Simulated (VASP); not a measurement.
Runs of VASP 6.6.1 on C. The structure is that of space group Fm-3m (No. 225), or close to it. The cells are those of the table. 

```tsv
task	cell	cutoff (eV)	gap on the mesh (eV)	pressure (GPa)
single point	a = 2.186 Å, angles 60.0°, 1 atom	520	none	(a)
single point	a = 2.171 Å, angles 60.0°, 1 atom	520	none	0.1
relaxation of cell and atoms	relaxed from a = 2.171 Å, angles 60.0°, 1 atom	600	none	-0.1
single point	a = 2.157 Å, angles 60.0°, 1 atom	520	none	3.6
```

Alike in all rows: level PBE; potentials or basis VASP PAW PBE potentials, release 64 (C); no spin polarisation; k mesh 11 × 11 × 11; smearing gaussian 0.02 eV.

**Question.** Estimate the missing entries.

**Answer.** (a) -1.9.

Caveats: the relaxation stopped at its first step, so nothing moved (some runs).

A gap of «none» marks levels without a gap at the run's occupations.
